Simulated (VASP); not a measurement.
# Cu in VASP: single point with LDA

Aim: the single point of Cu with LDA.

All numbers are computed with VASP 6.6.1; they aren't measurements. Logs are shortened: lines on timing, memory, paths and dates and some standing lists are left out, and cuts for length are marked.

### 1 The cell of the first run

The cell holds a slab with vacuum, 10 atoms: a = 2.556 Å, b = 2.556 Å, c = 32.784 Å, α = 90.00°, β = 90.00°, γ = 60.00°.

### 2 Single point, LDA

Input file INCAR:

```
PREC     = Accurate       # precision mode
ENCUT    = 520            # plane-wave cutoff, eV
EDIFF    = 1E-6           # SCF threshold, eV
ISMEAR   = 0              # smearing method
SIGMA    = 0.1            # smearing width, eV
LREAL    = F              # projectors in reciprocal space
LASPH    = T              # aspherical terms in the spheres
NELM     = 80             # most SCF steps
ALGO     = Normal         # electronic algorithm
ISIF     = 2              # what is computed and relaxed
LWAVE    = F              # write WAVECAR
LCHARG   = F              # write CHGCAR
LDIPOL   = T            
IDIPOL   = 3            
DIPOL    = 0.5 0.5 0.500
NBANDS   = 66             # bands
```

Input file KPOINTS:

```
Automatic mesh
0
Gamma
  18 18 1
```

Input file POSCAR:

```
Cu
1.0
    2.5561908028     -0.0000002901      0.0000000000
    1.2780956527      2.2137260271      0.0000000000
    0.0000000000      0.0000000000     32.7840910000
Cu
10
Direct
    0.0000000000      1.0000000000      0.2281940000
    0.3333333333      0.3333333333      0.2879910000
    0.6666666667      0.6666666667      0.3484180000
    1.0000000000      0.0000000000      0.4090090000
    0.3333333333      0.3333333333      0.4697260000
    0.6666666667      0.6666666667      0.5302740000
    0.0000000000      1.0000000000      0.5909910000
    0.3333333333      0.3333333333      0.6515820000
    0.6666666667      0.6666666667      0.7120090000
    1.0000000000      0.0000000000      0.7718060000
```

Potentials or basis: VASP PAW LDA potentials, release 64 (Cu).

Started as:

```console
> cat potpaw_LDA.64/Cu/POTCAR > POTCAR
> mpirun -np 1 vasp_std > vasp.out
```

OUTCAR:

```text
PREC = Accurate
   ENCUT = 520
   EDIFF = 1E-6
   ISMEAR = 0
   LREAL = F
   LASPH = T
   NELM = 80
   ISIF = 2

 ion  position               nearest neighbor table
   1  0.000  0.000  0.228-   2 2.45   2 2.45   2 2.45
   2  0.333  0.333  0.288-   1 2.45   1 2.45   1 2.45   3 2.47   3 2.47   3 2.47
   3  0.667  0.667  0.348-   2 2.47   2 2.47   2 2.47   4 2.47   4 2.47   4 2.47
   4  0.000  0.000  0.409-   3 2.47   3 2.47   3 2.47   5 2.48   5 2.48   5 2.48
   5  0.333  0.333  0.470-   6 2.47   6 2.47   6 2.47   4 2.48   4 2.48   4 2.48
   6  0.667  0.667  0.530-   5 2.47   5 2.47   5 2.47   7 2.48   7 2.48   7 2.48
   7  0.000  0.000  0.591-   8 2.47   8 2.47   8 2.47   6 2.48   6 2.48   6 2.48
   8  0.333  0.333  0.652-   9 2.47   9 2.47   9 2.47   7 2.47   7 2.47   7 2.47
   9  0.667  0.667  0.712-  10 2.45  10 2.45  10 2.45   8 2.47   8 2.47   8 2.47
  10  0.000  0.000  0.772-   9 2.45   9 2.45   9 2.45

  LATTYP: Found a hexagonal cell.
 ALAT       =     2.5561908028
 C/A-ratio  =    12.8253692814

  Lattice vectors:

 A1 = (  -1.2780956527,  -2.2137260271,   0.0000000000)
 A2 = (   2.5561908028,  -0.0000002901,   0.0000000000)
 A3 = (   0.0000000000,   0.0000000000,  32.7840910000)

Analysis of symmetry for initial positions (statically):
=====================================================================
 Subroutine PRICEL returns:
 Original cell was already a primitive cell.

 Routine SETGRP: Setting up the symmetry group for a
 hexagonal supercell.

 Subroutine GETGRP returns: Found 12 space group operations
 (whereof 12 operations were pure point group operations)
 out of a pool of 24 trial point group operations.

The static configuration has the point symmetry D_3d.

Analysis of symmetry for dynamics (positions and initial velocities):
=====================================================================
 Subroutine PRICEL returns:
 Original cell was already a primitive cell.

 Routine SETGRP: Setting up the symmetry group for a
 hexagonal supercell.

 Subroutine GETGRP returns: Found 12 space group operations
 (whereof 12 operations were pure point group operations)
 out of a pool of 24 trial point group operations.

The dynamic configuration has the point symmetry D_3d.

 Subroutine INISYM returns: Found 12 space group operations
 (whereof 12 operations are pure point group operations),
 and found     1 'primitive' translations

----------------------------------------------------------------------------------------

                                     Primitive cell

  volume of cell :     185.5155
[... 122 lines left out ...]
   IALGO  =     38    algorithm
   IMIX   =      4    mixing-type and parameters
     AMIX     =   0.40;   BMIX     =  1.00
     AMIX_MAG =   1.60;   BMIX_MAG =  1.00
  volume/ion in A,a.u.               =      18.55       125.19
  Fermi-wavevector in a.u.,A,eV,Ry     =   1.375347  2.599029 25.736500  1.891579
  Thomas-Fermi vector in A             =   2.500691
   LORBIT       =      0    0 simple, 1 ext, 2 COOP (PROOUT), +10 PAW based schemes
   GGA     = CA    functional components
   LHFCALC =     F    Hartree Fock is set to
   AEXX    =    0.0000 exact exchange contribution
   IVDW    =     0    specifies the selected vdW correction
   LEPSILON=     F    determine dielectric tensor
   LRPA    =     F    only Hartree local field effects (RPA)
 non-spin polarized calculation
 Gauss-broadening in eV      SIGMA  =   0.10
  energy-cutoff  :      520.00
  volume of cell :      185.52
 maximum number of plane-waves:      5029
   NGX =  9   NGY =  9   NGZ =121

 number of electron     110.0000012 magnetization

 dipolmoment           0.000000      0.000000     -0.000000 electrons x Angstroem

 Free energy of the ion-electron system (eV)
  ---------------------------------------------------
  ext. energy  EPLUGINS =         0.00000000
  ---------------------------------------------------
  free energy    TOTEN  =       -45.71094264 eV

  energy without entropy =      -45.70107883  energy(sigma->0) =      -45.70601074

 E-fermi :   2.8740     XC(G=0):  -8.7034

 val. band max:        2.8395881336   @ k =  -0.4444   0.1111   0.0000
 cond. band min:       2.8871695066   @ k =   0.5000   0.0556   0.0000
 fundamental gap:      0.0475813730
 Fermi energy:         2.8739950371

 k-point     1 :       0.0000    0.0000    0.0000
  band No.  band energies     occupation
      1      -6.7747      2.00000
      2      -6.5076      2.00000
      3      -6.0559      2.00000
      4      -5.4506      2.00000
      5      -4.7094      2.00000
      6      -3.9125      2.00000
[... 1645 lines left out ...]
     65       9.0390      0.00000
     66       9.7665      0.00000

 [... further k-points ...]

------------------------ aborting loop because EDIFF is reached ----------------------------------------

 vacuum level on the upper side and lower side of the slab       (xc-potential included)        -0.142        -0.142

  FORCE on cell =-STRESS in cart. coord.  units (eV):
  Direction    XX          YY          ZZ          XY          YZ          ZX
  --------------------------------------------------------------------------------------
  -------------------------------------------------------------------------------------
  Total       -6.2548674     -6.2548674      0.5150130     -0.0000000      0.0000000     -0.0000000
  in kB      -54.0192282    -54.0192282      4.4478325     -0.0000000      0.0000000     -0.0000000
  external PRESSURE =     -34.5302080 kB  Pullay stress =       0.0000000 kB

 VOLUME and BASIS-vectors are now :
 -----------------------------------------------------------------------------
  energy-cutoff  :      520.00
  volume of cell :      185.52
      direct lattice vectors                 reciprocal lattice vectors
     2.556190803 -0.000000290  0.000000000     0.391207078 -0.225863571  0.000000000
     1.278095653  2.213726027  0.000000000     0.000000051  0.451727053  0.000000000
     0.000000000  0.000000000 32.784091000     0.000000000  0.000000000  0.030502600

 POSITION                                       TOTAL-FORCE (eV/Angst)
 -----------------------------------------------------------------------------------
      0.00000      0.00000      7.48113        -0.000000      0.000000     -0.032762
      1.27810      0.73791      9.44152         0.000000      0.000000      0.000103
      2.55619      1.47582     11.42257        -0.000000     -0.000000     -0.002484
      0.00000      0.00000     13.40899         0.000000     -0.000000      0.001841
      1.27810      0.73791     15.39954         0.000000     -0.000000      0.000573
      2.55619      1.47582     17.38455        -0.000000      0.000000     -0.000573
      0.00000      0.00000     19.37510         0.000000     -0.000000     -0.001841
      1.27810      0.73791     21.36152         0.000000      0.000000      0.002484
      2.55619      1.47582     23.34257         0.000000     -0.000000     -0.000103
      0.00000      0.00000     25.30296        -0.000000     -0.000000      0.032762
 -----------------------------------------------------------------------------------
    total drift:                                0.000000     -0.000000     -0.000000

  FREE ENERGIE OF THE ION-ELECTRON SYSTEM (eV)
  ---------------------------------------------------
  free  energy   TOTEN  =       -45.7109426387 eV

  energy  without entropy=      -45.7010788335  energy(sigma->0) =      -45.70601074

 vacuum level on the upper side and lower side of the slab         7.832         7.832
```

OSZICAR:

```text
N       E                     dE             d eps       ncg     rms          rms(c)
DAV:   1     0.108570915685E+04    0.10857E+04   -0.48368E+04  4924   0.269E+03
DAV:   2     0.117462845419E+03   -0.96825E+03   -0.93936E+03  4884   0.519E+02
DAV:   3    -0.472909455195E+02   -0.16475E+03   -0.15305E+03  4908   0.256E+02
[... 20 lines left out ...]
DAV:  24    -0.457109296917E+02   -0.52587E-05   -0.46691E-07  3180   0.104E-02    0.239E-03
DAV:  25    -0.457109385094E+02   -0.88177E-05   -0.10301E-06  3032   0.154E-02    0.133E-03
DAV:  26    -0.457109402082E+02   -0.16988E-05   -0.30755E-07  2938   0.970E-03    0.630E-04
DAV:  27    -0.457109422776E+02   -0.20694E-05   -0.11365E-07  2844   0.437E-03    0.152E-04
DAV:  28    -0.457109426387E+02   -0.36103E-06   -0.25829E-08  2828   0.153E-03
   1 F= -.45710943E+02 E0= -.45706011E+02  d E =-.986381E-02
```

stdout:

```text
POSCAR found type information on POSCAR Cu
 POSCAR found :  1 types and      10 ions
 scaLAPACK will be used
 LDA part: xc-table for (Slater(with rela. corr.)+CA(PZ))
 , standard interpolation
 POSCAR, INCAR and KPOINTS ok, starting setup
 FFT: planning ... GRIDC
 FFT: planning ... GRID_SOFT
 FFT: planning ... GRID
 WAVECAR not read
 entering main loop
```

Run time: 24 min. Hardware: 1 thread of Oxide Virtual Turin-like, shared host; peak memory 0.39 GiB.

Results:

```yaml
Free_energy: -45.7109 eV
Largest_force: 0.033 eV/Å
Band_gap_on_the_k_mesh: zero (band 55 reaches 6.10 eV, above the bottom of band 56 at 1.20 eV)
```

Forces in eV/Å, atoms in the order of the input:
```
Cu   0.000  0.000 -0.033
Cu   0.000  0.000  0.000
Cu   0.000  0.000 -0.002
Cu   0.000  0.000  0.002
Cu   0.000  0.000  0.001
Cu   0.000  0.000 -0.001
Cu   0.000  0.000 -0.002
Cu   0.000  0.000  0.002
Cu   0.000  0.000  0.000
Cu   0.000  0.000  0.033
```
